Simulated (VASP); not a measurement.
# Ga in VASP: notebook, part 2 of 2

VASP 6.6.1.

## 3. Single point, PBE

This run uses another cell than the first one, of 19.99 Å³/atom, 1.020 times its volume.

INCAR

```
  PREC = Accurate
  ENCUT = 520
  EDIFF = 1E-7
  ISMEAR = -1
  SIGMA = 0.05
  LREAL = False
  LASPH = True
  NELM = 80
  ALGO = Fast
  ISIF = 2
  LWAVE = False
  LCHARG = False
  GGA = PE
  NBANDS = 34
```

KPOINTS

```
Automatic mesh
0
Gamma
  7 7 6
```

POSCAR

```
Ga
1.0
    2.2764772577     -3.8558682890      0.0000000000
    2.2764772577      3.8558682890      0.0000000000
    0.0000000000      0.0000000000      4.5539611380
Ga
4
Direct
    0.3451000000      0.6549000000      0.4190000000
    0.1549000000      0.8451000000      0.9190000000
    0.6549000000      0.3451000000      0.5810000000
    0.8451000000      0.1549000000      0.0810000000
```

Potentials or basis: VASP PAW PBE potentials, release 64 (Ga_d).

Launch:

```bash
$ cat potpaw_PBE.64/Ga_d/POTCAR > POTCAR
$ mpirun -np 1 vasp_std > vasp.out
```

OUTCAR:

```text
PREC = Accurate
   ENCUT = 520
   EDIFF = 1E-7
   ISMEAR = -1
   LREAL = False
   LASPH = True
   NELM = 80
   ISIF = 2
   GGA = PE

 ion  position               nearest neighbor table
   1  0.345  0.655  0.419-   3 2.50   2 2.71   2 2.71   4 2.75   4 2.75   3 2.81   3 2.81
   2  0.155  0.845  0.919-   4 2.50   1 2.71   1 2.71   3 2.75   3 2.75   4 2.81   4 2.81
   3  0.655  0.345  0.581-   1 2.50   4 2.71   4 2.71   2 2.75   2 2.75   1 2.81   1 2.81
   4  0.845  0.155  0.081-   2 2.50   3 2.71   3 2.71   1 2.75   1 2.75   2 2.81   2 2.81

  LATTYP: Found a base centered orthorhombic cell.
 ALAT       =     4.5529545154
 B/A-ratio  =     1.6937873093
 C/A-ratio  =     1.0002210922

  Lattice vectors:

 A1 = (   2.2764772577,  -3.8558682890,   0.0000000000)
 A2 = (   2.2764772577,   3.8558682890,   0.0000000000)
 A3 = (   0.0000000000,   0.0000000000,   4.5539611380)

Analysis of symmetry for initial positions (statically):
=====================================================================
 Subroutine PRICEL returns:
 Original cell was already a primitive cell.

 Routine SETGRP: Setting up the symmetry group for a
 base centered orthorhombic supercell.
[... 168 lines left out ...]
  ext. energy  EPLUGINS =         0.00000000
  ---------------------------------------------------
  free energy    TOTEN  =       -11.61347442 eV

  energy without entropy =      -11.60403873  energy(sigma->0) =      -11.60875658

 E-fermi :   4.9214     XC(G=0): -10.5498

 val. band max:        4.9177319362   @ k =  -0.2857   0.1429   0.1667
 cond. band min:       5.0074414041   @ k =   0.4286   0.4286   0.1667
 fundamental gap:      0.0897094679
 Fermi energy:         4.9214188945

 k-point     1 :       0.0000    0.0000    0.0000
  band No.  band energies     occupation
      1     -10.2598      2.00000
      2     -10.2567      2.00000
      3     -10.2327      2.00000
      4     -10.2140      2.00000
      5     -10.1866      2.00000
      6     -10.1626      2.00000
[... 877 lines left out ...]
     33      12.1111      0.00000
     34      12.7826      0.00000

 [... further k-points ...]
[... 5 lines left out ...]
  --------------------------------------------------------------------------------------
  -------------------------------------------------------------------------------------
  Total        0.0644388      0.7521538      0.5278007      0.0000000      0.0000000      0.0000000
  in kB        1.2913768     15.0734409     10.5773217      0.0000000      0.0000000      0.0000000
  external PRESSURE =       8.9807131 kB  Pullay stress =       0.0000000 kB

 VOLUME and BASIS-vectors are now :
 -----------------------------------------------------------------------------
  energy-cutoff  :      520.00
  volume of cell :       79.95
      direct lattice vectors                 reciprocal lattice vectors
     2.276477258 -3.855868289  0.000000000     0.219637599 -0.129672479  0.000000000
     2.276477258  3.855868289  0.000000000     0.219637599  0.129672479  0.000000000
     0.000000000  0.000000000  4.553961138     0.000000000  0.000000000  0.219589050

 POSITION                                       TOTAL-FORCE (eV/Angst)
 -----------------------------------------------------------------------------------
      2.27648      1.19455      1.90811         0.000000      0.095222     -0.034206
      2.27648      2.66132      4.18509         0.000000     -0.095222     -0.034206
      2.27648     -1.19455      2.64585         0.000000     -0.095222      0.034206
      2.27648     -2.66132      0.36887         0.000000      0.095222      0.034206
 -----------------------------------------------------------------------------------
    total drift:                               -0.000000     -0.000000      0.000000

  FREE ENERGIE OF THE ION-ELECTRON SYSTEM (eV)
  ---------------------------------------------------
  free  energy   TOTEN  =       -11.6134744164 eV

  energy  without entropy=      -11.6040387340  energy(sigma->0) =      -11.60875658
```

OSZICAR:

```text
N       E                     dE             d eps       ncg     rms          rms(c)
DAV:   1     0.360114553486E+03    0.36011E+03   -0.25440E+04  4408   0.287E+03
DAV:   2     0.322065191416E+02   -0.32791E+03   -0.31998E+03  4512   0.536E+02
DAV:   3    -0.103230988822E+02   -0.42530E+02   -0.42069E+02  4922   0.151E+02
DAV:   4    -0.116739564343E+02   -0.13509E+01   -0.13396E+01  5078   0.301E+01
DAV:   5    -0.117022354464E+02   -0.28279E-01   -0.28256E-01  5436   0.447E+00    0.245E+00
RMM:   6    -0.116278854266E+02    0.74350E-01   -0.18760E-01  5433   0.435E+00    0.135E+00
RMM:   7    -0.116142404467E+02    0.13645E-01   -0.61754E-02  5869   0.226E+00    0.313E-01
RMM:   8    -0.116131070410E+02    0.11334E-02   -0.91573E-03  5830   0.867E-01    0.410E-02
RMM:   9    -0.116134309420E+02   -0.32390E-03   -0.26368E-03  7103   0.393E-01    0.257E-02
RMM:  10    -0.116134651956E+02   -0.34254E-04   -0.30446E-04  6067   0.162E-01    0.937E-03
RMM:  11    -0.116134716873E+02   -0.64917E-05   -0.11346E-04  6560   0.889E-02    0.446E-03
RMM:  12    -0.116134734281E+02   -0.17407E-05   -0.33513E-05  6852   0.454E-02    0.134E-03
RMM:  13    -0.116134743691E+02   -0.94106E-06   -0.91971E-06  6483   0.234E-02    0.161E-03
RMM:  14    -0.116134743002E+02    0.68918E-07   -0.29220E-06  5704   0.156E-02    0.468E-04
RMM:  15    -0.116134744066E+02   -0.10637E-06   -0.97638E-07  4791   0.728E-03    0.172E-04
RMM:  16    -0.116134744164E+02   -0.98007E-08   -0.13883E-07  3066   0.381E-03
   1 F= -.11613474E+02 E0= -.11608757E+02  d E =-.943568E-02
```

Run time: 2.1 min. Hardware: 1 thread of Intel Xeon Platinum 8559C (Emerald Rapids), shared host; peak memory 0.28 GiB.

Results:

```
Free energy            : -11.6135 eV
Pressure               : 0.9 GPa
Largest force          : 0.101 eV/Å
Band gap on the k mesh : zero (band 26 reaches 5.25 eV, above the bottom of band 27 at 3.99 eV)
```

Forces in eV/Å, atoms in the order of the input:
```
Ga   0.000  0.095 -0.034
Ga   0.000 -0.095 -0.034
Ga   0.000 -0.095  0.034
Ga   0.000  0.095  0.034
```

Levels at points of the mesh, in eV from the Fermi level:
```csv
k point,band 23,band 24,band 25,band 26,band 27,band 28,band 29,band 30
"(0.00, 0.00, 0.00)",-3.71,-1.87,-1.70,-0.81,0.84,0.86,1.00,4.89
"(0.00, 0.00, 0.50)",-0.34,-0.34,-0.03,-0.03,-0.01,-0.01,2.00,2.00
```

## 4. Single point, PBE

This run uses another cell than the first one, of 20.38 Å³/atom, 1.040 times its volume.

INCAR

```
SYSTEM = Ga
PREC     = Accurate       ! precision mode
ENCUT    = 520            ! plane-wave cutoff, eV
EDIFF    = 1E-6           ! SCF threshold, eV
ISMEAR   = -1             ! smearing method
SIGMA    = 0.05           ! smearing width, eV
LREAL    = .False.        ! projectors in reciprocal space
LASPH    = .True.         ! aspherical terms in the spheres
NELM     = 80             ! most SCF steps
ALGO     = Fast           ! electronic algorithm
ISIF     = 2              ! what is computed and relaxed
LWAVE    = .False.        ! write WAVECAR
LCHARG   = .False.        ! write CHGCAR
GGA      = PE             ! functional
NBANDS   = 34             ! bands
```

KPOINTS

```
Automatic mesh
0
Gamma
  7 7 6
  0 0 0
```

POSCAR

```
Ga
1.0
    2.2912599917     -3.8809070963      0.0000000000
    2.2912599917      3.8809070963      0.0000000000
    0.0000000000      0.0000000000      4.5835331429
Ga
4
Direct
    0.3451000000      0.6549000000      0.4190000000
    0.1549000000      0.8451000000      0.9190000000
    0.6549000000      0.3451000000      0.5810000000
    0.8451000000      0.1549000000      0.0810000000
```

Launch:

```bash
$ cat potpaw_PBE.64/Ga_d/POTCAR > POTCAR
$ mpirun -np 1 vasp_std > vasp.out
```

It took 92 s on 1 thread of Intel Xeon Platinum 8559C (Emerald Rapids), shared host; peak memory 0.27 GiB.

The run converged. Its results:

| Item | Value |
| --- | --- |
| Free energy | -11.6175 eV |
| Pressure | -0.2 GPa |
| Largest force | 0.102 eV/Å |
| Band gap on the k mesh | zero (band 26 reaches 5.08 eV, above the bottom of band 27 at 3.83 eV) |

Forces in eV/Å, atoms in the order of the input:
```
Ga   0.000  0.098 -0.028
Ga   0.000 -0.098 -0.028
Ga   0.000 -0.098  0.028
Ga   0.000  0.098  0.028
```

Stress tensor (GPa, compression positive):
```
-0.89  0.00  0.00
 0.00  0.36  0.00
 0.00  0.00 -0.10
```

Levels at points of the mesh, in eV from the Fermi level:
```tsv
k point	band 24	band 25	band 26	band 27	band 28	band 29
(0.00, 0.00, 0.00)	-1.91	-1.65	-0.78	0.81	0.87	1.02
(0.00, 0.00, 0.50)	-0.42	-0.03	-0.03	0.01	0.01	1.98
```

## 5. Single point, PBE

This run uses another cell than the first one, of 20.77 Å³/atom, 1.060 times its volume.

INCAR

```
  ALGO = Fast
  EDIFF = 1E-6
  ENCUT = 520
  GGA = PE
  ISIF = 2
  ISMEAR = -1
  LASPH = T
  LCHARG = T
  LELF = T
  LREAL = F
  LVHAR = T
  LWAVE = F
  NBANDS = 34
  NELM = 80
  PREC = Accurate
  SIGMA = 0.05
```

KPOINTS

```
k-points
0
Gamma
  7 7 6
```

POSCAR

```
Ga
1.0
    2.3058543979     -3.9056269163      0.0000000000
    2.3058543979      3.9056269163      0.0000000000
    0.0000000000      0.0000000000      4.6127284086
Ga
4
Direct
    0.3451000000      0.6549000000      0.4190000000
    0.1549000000      0.8451000000      0.9190000000
    0.6549000000      0.3451000000      0.5810000000
    0.8451000000      0.1549000000      0.0810000000
```

Potentials or basis: VASP PAW PBE potentials, release 64 (Ga_d).

Launch:

```bash
$ cat potpaw_PBE.64/Ga_d/POTCAR > POTCAR
$ mpirun -np 1 vasp_std > vasp.out
```

OUTCAR:

```text
EDIFF = 1E-6
   ENCUT = 520
   GGA = PE
   ISIF = 2
   ISMEAR = -1
   LASPH = T
   LREAL = F
   NELM = 80
   PREC = Accurate

 ion  position               nearest neighbor table
   1  0.345  0.655  0.419-   3 2.53   2 2.74   2 2.74   4 2.78   4 2.78   3 2.84   3 2.84
   2  0.155  0.845  0.919-   4 2.53   1 2.74   1 2.74   3 2.78   3 2.78   4 2.84   4 2.84
   3  0.655  0.345  0.581-   1 2.53   4 2.74   4 2.74   2 2.78   2 2.78   1 2.84   1 2.84
   4  0.845  0.155  0.081-   2 2.53   3 2.74   3 2.74   1 2.78   1 2.78   2 2.84   2 2.84

  LATTYP: Found a base centered orthorhombic cell.
 ALAT       =     4.6117087958
 B/A-ratio  =     1.6937873093
 C/A-ratio  =     1.0002210922

  Lattice vectors:

 A1 = (   2.3058543979,  -3.9056269163,   0.0000000000)
 A2 = (   2.3058543979,   3.9056269163,   0.0000000000)
 A3 = (   0.0000000000,   0.0000000000,   4.6127284086)

Analysis of symmetry for initial positions (statically):
=====================================================================
 Subroutine PRICEL returns:
 Original cell was already a primitive cell.

 Routine SETGRP: Setting up the symmetry group for a
 base centered orthorhombic supercell.

 Subroutine GETGRP returns: Found  8 space group operations
 (whereof  4 operations were pure point group operations)
 out of a pool of  8 trial point group operations.

The static configuration has the point symmetry C_2h.
 The point group associated with its full space group is D_2h.

Analysis of symmetry for dynamics (positions and initial velocities):
=====================================================================
 Subroutine PRICEL returns:
 Original cell was already a primitive cell.

 Routine SETGRP: Setting up the symmetry group for a
 base centered orthorhombic supercell.

 Subroutine GETGRP returns: Found  8 space group operations
[... 119 lines left out ...]
   NELECT =      52.0000    total number of electrons
   NUPDOWN=      -1.0000    fix difference up-down
   EMIN   =  10.00;   EMAX   =-10.00  energy-range for DOS
   EFERMI =   0.00;   METHOD = LEGACY
   ISMEAR =    -1;   SIGMA  =   0.05  broadening in eV -4-tet -1-fermi 0-gaus
   EFERMI_NEDOS =   21; number of points for ismear=-14 and -15
   IALGO  =     68    algorithm
   IMIX   =      4    mixing-type and parameters
     AMIX     =   0.40;   BMIX     =  1.00
     AMIX_MAG =   1.60;   BMIX_MAG =  1.00
  volume/ion in A,a.u.               =      20.77       140.17
  Fermi-wavevector in a.u.,A,eV,Ry     =   1.400358  2.646293 26.681063  1.961003
  Thomas-Fermi vector in A             =   2.523326
   LORBIT       =      0    0 simple, 1 ext, 2 COOP (PROOUT), +10 PAW based schemes
   GGA     = PE    functional components
   LHFCALC =     F    Hartree Fock is set to
   AEXX    =    0.0000 exact exchange contribution
   IVDW    =     0    specifies the selected vdW correction
   LEPSILON=     F    determine dielectric tensor
   LRPA    =     F    only Hartree local field effects (RPA)
 non-spin polarized calculation
 RMM-DIIS sequential band-by-band and
  energy-cutoff  :      520.00
  volume of cell :       83.08
 maximum number of plane-waves:      2270
 NGX is ok and might be reduce to    36

 number of electron      51.9999995 magnetization

 Free energy of the ion-electron system (eV)
  ---------------------------------------------------
  ext. energy  EPLUGINS =         0.00000000
  ---------------------------------------------------
  free energy    TOTEN  =       -11.61277110 eV

  energy without entropy =      -11.60251902  energy(sigma->0) =      -11.60764506

 E-fermi :   4.5839     XC(G=0): -10.3633

 val. band max:        4.5828204833   @ k =   0.1429   0.1429   0.1667
 cond. band min:       4.6154743651   @ k =   0.0000   0.0000   0.5000
 fundamental gap:      0.0326538818
 Fermi energy:         4.5838903885

 k-point     1 :       0.0000    0.0000    0.0000
  band No.  band energies     occupation
      1     -10.5294      2.00000
      2     -10.5269      2.00000
      3     -10.5061      2.00000
      4     -10.4892      2.00000
      5     -10.4643      2.00000
      6     -10.4407      2.00000
[... 877 lines left out ...]
     33      11.5954      0.00000
     34      12.2463      0.00000

 [... further k-points ...]
[... 5 lines left out ...]
  --------------------------------------------------------------------------------------
  -------------------------------------------------------------------------------------
  Total       -0.8647864     -0.2542727     -0.5151699      0.0000000      0.0000000      0.0000000
  in kB      -16.6766548     -4.9034271     -9.9346034      0.0000000      0.0000000      0.0000000
  external PRESSURE =     -10.5048951 kB  Pullay stress =       0.0000000 kB

 VOLUME and BASIS-vectors are now :
 -----------------------------------------------------------------------------
  energy-cutoff  :      520.00
  volume of cell :       83.08
      direct lattice vectors                 reciprocal lattice vectors
     2.305854398 -3.905626916  0.000000000     0.216839364 -0.128020420  0.000000000
     2.305854398  3.905626916  0.000000000     0.216839364  0.128020420  0.000000000
     0.000000000  0.000000000  4.612728409     0.000000000  0.000000000  0.216791433

 POSITION                                       TOTAL-FORCE (eV/Angst)
 -----------------------------------------------------------------------------------
      2.30585      1.20996      1.93273         0.000000      0.099297     -0.020595
      2.30585      2.69566      4.23910         0.000000     -0.099297     -0.020595
      2.30585     -1.20996      2.68000         0.000000     -0.099297      0.020595
      2.30585     -2.69566      0.37363         0.000000      0.099297      0.020595
 -----------------------------------------------------------------------------------
    total drift:                               -0.000000     -0.000000      0.000000

  FREE ENERGIE OF THE ION-ELECTRON SYSTEM (eV)
  ---------------------------------------------------
  free  energy   TOTEN  =       -11.6127710987 eV

  energy  without entropy=      -11.6025190152  energy(sigma->0) =      -11.60764506
```

OSZICAR:

```text
N       E                     dE             d eps       ncg     rms          rms(c)
DAV:   1     0.359764874304E+03    0.35976E+03   -0.25553E+04  4488   0.284E+03
DAV:   2     0.328145825371E+02   -0.32695E+03   -0.31942E+03  4472   0.535E+02
DAV:   3    -0.102834677975E+02   -0.43098E+02   -0.42606E+02  4938   0.151E+02
DAV:   4    -0.116650819256E+02   -0.13816E+01   -0.13732E+01  5078   0.298E+01
DAV:   5    -0.116935648584E+02   -0.28483E-01   -0.28474E-01  5380   0.446E+00    0.233E+00
RMM:   6    -0.116252617085E+02    0.68303E-01   -0.17731E-01  5451   0.421E+00    0.129E+00
RMM:   7    -0.116133581993E+02    0.11904E-01   -0.59179E-02  5854   0.220E+00    0.302E-01
RMM:   8    -0.116124072353E+02    0.95096E-03   -0.88961E-03  5813   0.858E-01    0.406E-02
RMM:   9    -0.116127286722E+02   -0.32144E-03   -0.25707E-03  7114   0.386E-01    0.254E-02
RMM:  10    -0.116127624704E+02   -0.33798E-04   -0.29393E-04  6006   0.160E-01    0.939E-03
RMM:  11    -0.116127684825E+02   -0.60121E-05   -0.10777E-04  6409   0.879E-02    0.442E-03
RMM:  12    -0.116127702213E+02   -0.17388E-05   -0.34915E-05  6402   0.460E-02    0.126E-03
RMM:  13    -0.116127710987E+02   -0.87738E-06   -0.88975E-06  4730   0.234E-02
   1 F= -.11612771E+02 E0= -.11607645E+02  d E =-.102521E-01
```

stdout:

```text
POSCAR found type information on POSCAR Ga
 POSCAR found :  1 types and       4 ions
 scaLAPACK will be used
 LDA part: xc-table for (Slater+PW92), standard interpolation
 POSCAR, INCAR and KPOINTS ok, starting setup
 FFT: planning ... GRIDC
 FFT: planning ... GRID_SOFT
 FFT: planning ... GRID
 WAVECAR not read
 entering main loop
```

Wall time 95 s (1 thread of Intel Xeon Platinum 8559C (Emerald Rapids), shared host); peak memory 0.28 GiB.

What came out:

```
Free energy            : -11.6128 eV
Pressure               : -1.1 GPa
Largest force          : 0.101 eV/Å
Band gap on the k mesh : zero (band 26 reaches 4.91 eV, above the bottom of band 27 at 3.68 eV)
```

Forces on the atoms (eV/Å):
```
Ga   0.000  0.099 -0.021
Ga   0.000 -0.099 -0.021
Ga   0.000 -0.099  0.021
Ga   0.000  0.099  0.021
```

Stress tensor (GPa, compression positive):
```
-1.67  0.00  0.00
 0.00 -0.49  0.00
 0.00  0.00 -0.99
```

## 6. Single point, PBE (atoms moved at random)

INCAR

```
SYSTEM = Ga
PREC = Accurate
ENCUT = 520
EDIFF = 1E-6
ISMEAR = -1
SIGMA = 0.05
LREAL = .False.
LASPH = .True.
NELM = 60
ALGO = Fast
ISIF = 2
LWAVE = .False.
LCHARG = .False.
GGA = PE
NBANDS = 34
```

KPOINTS

```
Automatic mesh
0
Gamma
  7 7 6
  0 0 0
```

POSCAR

```
Ga
1.0
    2.2615000000     -3.8305000000      0.0000000000
    2.2615000000      3.8305000000      0.0000000000
    0.0000000000      0.0000000000      4.5240000000
Ga
4
Direct
    0.3575740000      0.6498150000      0.4138550000
    0.1433230000      0.8385800000      0.9163590000
    0.6559530000      0.3461020000      0.5984340000
    0.8513050000      0.1627760000      0.0864020000
```

Potentials or basis: VASP PAW PBE potentials, release 64 (Ga_d).

Launch:

```bash
$ cat potpaw_PBE.64/Ga_d/POTCAR > POTCAR
$ mpirun -np 1 vasp_std > vasp.out
```

Wall time 3.5 min (1 thread of Intel Xeon Platinum 8559C (Emerald Rapids), shared host); peak memory 0.4 GiB.

Results (log left out):

| Item | Value |
| --- | --- |
| Free energy | -11.5726 eV |
| Pressure | 1.8 GPa |
| Largest force | 0.460 eV/Å |
| Band gap on the k mesh | zero (band 26 reaches 5.52 eV, above the bottom of band 27 at 4.09 eV) |

Forces on the atoms (eV/Å):
```
Ga   0.102  0.447 -0.034
Ga   0.183 -0.229  0.014
Ga  -0.166 -0.335 -0.166
Ga  -0.119  0.117  0.186
```

Stress tensor (GPa, compression positive):
```
 1.07 -0.06  0.25
-0.06  2.73 -0.63
 0.25 -0.63  1.75
```

Levels at points of the mesh, in eV from the Fermi level:
| k point | band 23 | band 24 | band 25 | band 26 | band 27 | band 28 | band 29 | band 30 |
| --- | --- | --- | --- | --- | --- | --- | --- | --- |
| (0.00, 0.00, 0.00) | -3.82 | -1.74 | -1.67 | -0.88 | 0.78 | 0.83 | 1.04 | 5.17 |
| (0.00, 0.00, 0.50) | -0.30 | -0.21 | -0.12 | -0.06 | 0.06 | 0.11 | 1.95 | 2.06 |

Caveat: the cell differs from its parent crystal (atoms moved at random).

## 7. Summary

```csv
cell,further INCAR settings,gap on the mesh (eV),pressure (GPa),largest force (eV/Å)
"a = 4.448, b = 4.448, c = 4.524 Å, angles 90.0, 90.0, 118.9°, 4 atoms",ALGO = Fast; EDIFF = 1e-07; NBANDS = 34,none,2.0,0.10
"a = 4.478, b = 4.478, c = 4.554 Å, angles 90.0, 90.0, 118.9°, 4 atoms",ALGO = Fast; EDIFF = 1e-07; NBANDS = 34,none,0.9,0.10
"a = 4.507, b = 4.507, c = 4.584 Å, angles 90.0, 90.0, 118.9°, 4 atoms",ALGO = Fast; EDIFF = 1e-06; NBANDS = 34,none,-0.2,0.10
"a = 4.536, b = 4.536, c = 4.613 Å, angles 90.0, 90.0, 118.9°, 4 atoms",ALGO = Fast; EDIFF = 1e-06; NBANDS = 34,none,-1.1,0.10
"a = 4.448, b = 4.448, c = 4.524 Å, angles 90.0, 90.0, 118.9°, 4 atoms",ALGO = Fast; EDIFF = 1e-06; NBANDS = 34,none,1.8,0.46
```

Some of these runs hold the atoms at other places in the same cell, which the table doesn't show; runs alike in all that it shows share one row.

Alike in all rows: task single point; level PBE; potentials or basis VASP PAW PBE potentials, release 64 (Ga_d); no spin polarisation; k mesh 7 × 7 × 6; cutoff (eV) 520; smearing fermi-dirac 0.05 eV.

Total energies depend on the potentials used, so only differences within one code and one set of settings carry meaning.
